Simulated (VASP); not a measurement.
# Cd (P6_3/mmc) in VASP: single point with LDA

Aim: the single point of Cd with LDA.

Program: VASP 6.6.1. These are calculated values, not measurements. Logs are shortened: lines on timing, memory, paths and dates and some standing lists are left out, and cuts for length are marked.

## Step 1: The cell of the first run

Symmetry: P6_3/mmc, No. 194, hexagonal system. The conventional cell has a = 2.892 Å, b = 2.892 Å, c = 5.219 Å, α = 90.00°, β = 90.00°, γ = 120.00°. Within 3.8 Å of Cd (site symmetry -6m2) lie 12 Cd at 2.89 to 3.10 Å.

## Step 2: Single point, LDA (18.90 Å³/atom)

Input file INCAR:

```
SYSTEM = Cd
PREC = Accurate
ENCUT = 630
EDIFF = 1E-6
ISMEAR = -1
SIGMA = 0.1
LREAL = .FALSE.
LASPH = .TRUE.
NELM = 120
ALGO = Normal
ISIF = 2
LWAVE = .FALSE.
LCHARG = .FALSE.
NBANDS = 27
GGA_COMPAT = .FALSE.
```

Input file KPOINTS:

```
regular mesh
0
G
  16 16 9
  0 0 0
```

Input file POSCAR:

```
Cd
1.0
    2.8920488916      0.0000000000      0.0000000000
   -1.4460244458      2.5045878091      0.0000000000
    0.0000000000      0.0000000000      5.2190752554
Cd
2
Direct
    0.3333333333      0.6666666667      0.2500000000
    0.6666666667      0.3333333333      0.7500000000
```

Potentials or basis: VASP PAW LDA potentials, release 64 (Cd_sv_GW).

On the command line:

```
$ cat potpaw_LDA.64/Cd_sv_GW/POTCAR > POTCAR
$ mpirun -np 1 vasp_std > vasp.out
```

OUTCAR:

```text
SYSTEM = Cd
   PREC = Accurate
   ENCUT = 630
   EDIFF = 1E-6
   ISMEAR = -1
   LREAL = .FALSE.
   LASPH = .TRUE.
   NELM = 120
   ISIF = 2

 ion  position               nearest neighbor table
   1  0.333  0.667  0.250-
   2  0.667  0.333  0.750-

  LATTYP: Found a hexagonal cell.
 ALAT       =     2.8920488916
 C/A-ratio  =     1.8046289849

  Lattice vectors:

 A1 = (   2.8920488916,   0.0000000000,   0.0000000000)
 A2 = (  -1.4460244458,   2.5045878091,   0.0000000000)
 A3 = (   0.0000000000,   0.0000000000,   5.2190752554)

Analysis of symmetry for initial positions (statically):
=====================================================================
 Subroutine PRICEL returns:
 Original cell was already a primitive cell.

 Routine SETGRP: Setting up the symmetry group for a
 hexagonal supercell.

 Subroutine GETGRP returns: Found 24 space group operations
 (whereof 12 operations were pure point group operations)
 out of a pool of 24 trial point group operations.

The static configuration has the point symmetry D_3d.
 The point group associated with its full space group is D_6h.

Analysis of symmetry for dynamics (positions and initial velocities):
=====================================================================
 Subroutine PRICEL returns:
 Original cell was already a primitive cell.

 Routine SETGRP: Setting up the symmetry group for a
 hexagonal supercell.

 Subroutine GETGRP returns: Found 24 space group operations
 (whereof 12 operations were pure point group operations)
 out of a pool of 24 trial point group operations.

The dynamic configuration has the point symmetry D_3d.
 The point group associated with its full space group is D_6h.

 Subroutine INISYM returns: Found 24 space group operations
 (whereof 12 operations are pure point group operations),
 and found     1 'primitive' translations

----------------------------------------------------------------------------------------

                                     Primitive cell

  volume of cell :      37.8038

  direct lattice vectors                    reciprocal lattice vectors
     2.892048892  0.000000000  0.000000000     0.345775620  0.199633648  0.000000000
    -1.446024446  2.504587809  0.000000000     0.000000000  0.399267295  0.000000000
     0.000000000  0.000000000  5.219075255     0.000000000  0.000000000  0.191604825

  length of vectors
     2.892048892  2.892048892  5.219075255     0.399267295  0.399267295  0.191604825

  position of ions in fractional coordinates (direct lattice)
     0.333333333  0.666666667  0.250000000
     0.666666667  0.333333333  0.750000000

  ion indices of the primitive-cell ions
   primitive index   ion index
                 1           1
                 2           2

----------------------------------------------------------------------------------------

 KPOINTS: regular mesh

Automatic generation of k-mesh.
 Grid dimensions read from file:
 generate k-points for:   16   16    9

 Generating k-lattice:

  Cartesian coordinates                     Fractional coordinates (reciprocal lattice)
     0.021610976  0.012477103  0.000000000     0.062500000  0.000000000  0.000000000
     0.000000000  0.024954206  0.000000000     0.000000000  0.062500000  0.000000000
     0.000000000  0.000000000  0.021289425     0.000000000  0.000000000  0.111111111

  Length of vectors
     0.024954206  0.024954206  0.021289425

  Shift w.r.t. Gamma in fractional coordinates (k-lattice)
     0.000000000  0.000000000  0.000000000

 Subroutine IBZKPT returns following result:
 ===========================================

 Found    150 irreducible k-points:

 Following reciprocal coordinates:
            Coordinates               Weight
  0.000000  0.000000  0.000000      1.000000
  0.062500  0.000000  0.000000      6.000000
  0.125000  0.000000  0.000000      6.000000
  0.187500  0.000000  0.000000      6.000000
  0.250000  0.000000  0.000000      6.000000
  0.312500  0.000000  0.000000      6.000000
[... 16 lines left out ...]
  0.187500  0.187500  0.000000      6.000000
  0.250000  0.187500  0.000000     12.000000
 [... further k-points ...]
   k-points           NKPTS =    150   k-points in BZ     NKDIM =    150   number of bands    NBANDS=     27
   number of dos      NEDOS =    301   number of ions     NIONS =      2
   total plane-waves  NPLWV =  27648
   dimension x,y,z NGX =    24 NGY =   24 NGZ =   48
   dimension x,y,z NGXF=    48 NGYF=   48 NGZF=   96
   ions per type =               2
   NGX,Y,Z   is equivalent  to a cutoff of  13.80, 13.80, 15.29 a.u.
   NGXF,Y,Z  is equivalent  to a cutoff of  27.59, 27.59, 30.58 a.u.
 SYSTEM =  Cd
   PREC   = accura    normal or accurate (medium, high low for compatibility)
   ISTART =      0    job   : 0-new  1-cont  2-samecut
   ICHARG =      2    charge: 1-file 2-atom 10-const
   ISPIN  =      1    spin polarized calculation?
   LNONCOLLINEAR =      F non collinear calculations
   LSORBIT =      F    spin-orbit coupling
   LASPH  =      T    aspherical Exc in radial PAW
   ENCUT  =  630.0 eV  46.30 Ry    6.80 a.u.   5.92  5.92 10.68*2*pi/ulx,y,z
   NELM   =    120;   NELMIN=  2; NELMDL= -5     # of ELM steps
   EDIFF  = 0.1E-05   stopping-criterion for ELM
   LREAL  =      F    real-space projection
[... 7 lines left out ...]
   TEBEG  =    0.0;   TEEND  =   0.0 temperature during run
   PSTRESS=    0.0 pullay stress
   NELECT =      40.0000    total number of electrons
   NUPDOWN=      -1.0000    fix difference up-down
   EMIN   =  10.00;   EMAX   =-10.00  energy-range for DOS
   EFERMI =   0.00;   METHOD = LEGACY
   ISMEAR =    -1;   SIGMA  =   0.10  broadening in eV -4-tet -1-fermi 0-gaus
   EFERMI_NEDOS =   21; number of points for ismear=-14 and -15
   IALGO  =     38    algorithm
   IMIX   =      4    mixing-type and parameters
     AMIX     =   0.40;   BMIX     =  1.00
     AMIX_MAG =   1.60;   BMIX_MAG =  1.00
  volume/ion in A,a.u.               =      18.90       127.56
  Fermi-wavevector in a.u.,A,eV,Ry     =   1.668206  3.152452 37.863806  2.782911
  Thomas-Fermi vector in A             =   2.754094
   LORBIT       =      0    0 simple, 1 ext, 2 COOP (PROOUT), +10 PAW based schemes
   GGA     = CA    functional components
   LHFCALC =     F    Hartree Fock is set to
   AEXX    =    0.0000 exact exchange contribution
   IVDW    =     0    specifies the selected vdW correction
   LEPSILON=     F    determine dielectric tensor
   LRPA    =     F    only Hartree local field effects (RPA)
 non-spin polarized calculation
  energy-cutoff  :      630.00
  volume of cell :       37.80
 maximum number of plane-waves:      1374
 NGX is ok and might be reduce to    24
   NGX = 11   NGY = 11   NGZ = 21

 number of electron      40.0000011 magnetization

 Free energy of the ion-electron system (eV)
  ---------------------------------------------------
  ext. energy  EPLUGINS =         0.00000000
  ---------------------------------------------------
  free energy    TOTEN  =        -3.05086250 eV

  energy without entropy =       -3.04147004  energy(sigma->0) =       -3.04616627

 E-fermi :   7.8305     XC(G=0): -12.4467

 val. band max:        7.7958035443   @ k =   0.3125   0.0000   0.0000
 cond. band min:       7.8754480090   @ k =   0.3750   0.0625   0.0000
 fundamental gap:      0.0796444648
 Fermi energy:         7.8304590104

 k-point     1 :       0.0000    0.0000    0.0000
  band No.  band energies     occupation
      1     -95.0152      2.00000
      2     -95.0118      2.00000
      3     -56.4044      2.00000
      4     -56.3589      2.00000
      5     -56.3455      2.00000
      6     -56.3455      2.00000
[... 19 lines left out ...]
     26      22.9385      0.00000
     27      25.0376      0.00000

 k-point     2 :       0.0625    0.0000    0.0000
  band No.  band energies     occupation
      1     -95.0149      2.00000
      2     -95.0116      2.00000
      3     -56.4036      2.00000
      4     -56.3590      2.00000
      5     -56.3485      2.00000
      6     -56.3464      2.00000
[... 19 lines left out ...]
     26      23.4868      0.00000
     27      25.0453      0.00000

 k-point     3 :       0.1250    0.0000    0.0000
  band No.  band energies     occupation
      1     -95.0141      2.00000
      2     -95.0109      2.00000
      3     -56.4015      2.00000
      4     -56.3592      2.00000
      5     -56.3569      2.00000
      6     -56.3516      2.00000
[... 19 lines left out ...]
     26      23.4342      0.00000
     27      23.7092      0.00000

 k-point     4 :       0.1875    0.0000    0.0000
  band No.  band energies     occupation
      1     -95.0128      2.00000
      2     -95.0099      2.00000
      3     -56.3983      2.00000
      4     -56.3696      2.00000
      5     -56.3644      2.00000
      6     -56.3596      2.00000
[... 19 lines left out ...]
     26      21.4983      0.00000
     27      22.1636      0.00000

 k-point     5 :       0.2500    0.0000    0.0000
  band No.  band energies     occupation
      1     -95.0113      2.00000
      2     -95.0088      2.00000
      3     -56.3943      2.00000
      4     -56.3845      2.00000
      5     -56.3793      2.00000
      6     -56.3604      2.00000
[... 19 lines left out ...]
     26      21.4168      0.00000
     27      21.9609      0.00000

 k-point     6 :       0.3125    0.0000    0.0000
  band No.  band energies     occupation
      1     -95.0098      2.00000
      2     -95.0077      2.00000
      3     -56.3994      2.00000
      4     -56.3943      2.00000
      5     -56.3898      2.00000
      6     -56.3616      2.00000
[... 444 lines left out ...]
      1     -95.0073      2.00000
      2     -95.0061      2.00000
      3     -56.4173      2.00000
      4     -56.4123      2.00000
      5     -56.3806      2.00000
      6     -56.3729      2.00000
[... 19 lines left out ...]
     26      19.2143      0.00000
     27      19.4227      0.00000

 k-point    22 :       0.4375    0.1250    0.0000
  band No.  band energies     occupation
      1     -95.0069      2.00000
      2     -95.0060      2.00000
      3     -56.4199      2.00000
      4     -56.4147      2.00000
      5     -56.3791      2.00000
      6     -56.3741      2.00000
[... 19 lines left out ...]
     26      19.0684      0.00000
     27      19.3316      0.00000

 k-point    23 :       0.1875    0.1875    0.0000
  band No.  band energies     occupation
      1     -95.0095      2.00000
      2     -95.0075      2.00000
      3     -56.3955      2.00000
      4     -56.3946      2.00000
      5     -56.3887      2.00000
      6     -56.3656      2.00000
[... 19 lines left out ...]
     26      18.9039      0.00000
     27      19.0848      0.00000

 k-point    24 :       0.2500    0.1875    0.0000
  band No.  band energies     occupation
      1     -95.0082      2.00000
      2     -95.0067      2.00000
      3     -56.4044      2.00000
      4     -56.4024      2.00000
      5     -56.3845      2.00000
      6     -56.3721      2.00000
[... 19 lines left out ...]
     26      18.0914      0.00000
     27      18.4915      0.00000

 [... further k-points ...]

------------------------ aborting loop because EDIFF is reached ----------------------------------------

  FORCE on cell =-STRESS in cart. coord.  units (eV):
  Direction    XX          YY          ZZ          XY          YZ          ZX
  --------------------------------------------------------------------------------------
  -------------------------------------------------------------------------------------
  Total        0.9625790      0.9625790      0.9336156      0.0000000      0.0000000      0.0000000
  in kB       40.7954317     40.7954317     39.5679193      0.0000000      0.0000000      0.0000000
  external PRESSURE =      40.3862609 kB  Pullay stress =       0.0000000 kB

 VOLUME and BASIS-vectors are now :
 -----------------------------------------------------------------------------
  energy-cutoff  :      630.00
  volume of cell :       37.80
      direct lattice vectors                 reciprocal lattice vectors
     2.892048892  0.000000000  0.000000000     0.345775620  0.199633648  0.000000000
    -1.446024446  2.504587809  0.000000000     0.000000000  0.399267295  0.000000000
     0.000000000  0.000000000  5.219075255     0.000000000  0.000000000  0.191604825

 POSITION                                       TOTAL-FORCE (eV/Angst)
 -----------------------------------------------------------------------------------
     -0.00000      1.66973      1.30477         0.000000     -0.000000      0.000000
      1.44602      0.83486      3.91431        -0.000000      0.000000      0.000000
 -----------------------------------------------------------------------------------
    total drift:                               -0.000000      0.000000      0.000000

  FREE ENERGIE OF THE ION-ELECTRON SYSTEM (eV)
  ---------------------------------------------------
  free  energy   TOTEN  =        -3.0508625011 eV

  energy  without entropy=       -3.0414700419  energy(sigma->0) =       -3.04616627
```

Wall time 69 s (1 thread of Intel Xeon 6975P-C (Granite Rapids), shared host); peak memory 0.3 GiB.

Results:

- Free energy: -3.0509 eV
- Pressure: 4.0 GPa
- Band gap on the k mesh: zero (bands 20 and 21 overlap by 3.83 eV)

Levels at points of the mesh, in eV from the Fermi level:
| k point | band 17 | band 18 | band 19 | band 20 | band 21 | band 22 | band 23 | band 24 |
| --- | --- | --- | --- | --- | --- | --- | --- | --- |
| (0.00, 0.00, 0.00) | -9.09 | -8.67 | -8.67 | -3.63 | -2.54 | 11.98 | 13.67 | 15.09 |
| (0.50, 0.00, 0.00) | -8.41 | -8.37 | -2.99 | -2.23 | 2.29 | 3.00 | 3.93 | 5.70 |

Caveat: the cell stands under pressure.

The gap in the log of VASP goes by the Fermi energy; the results here count the filled bands.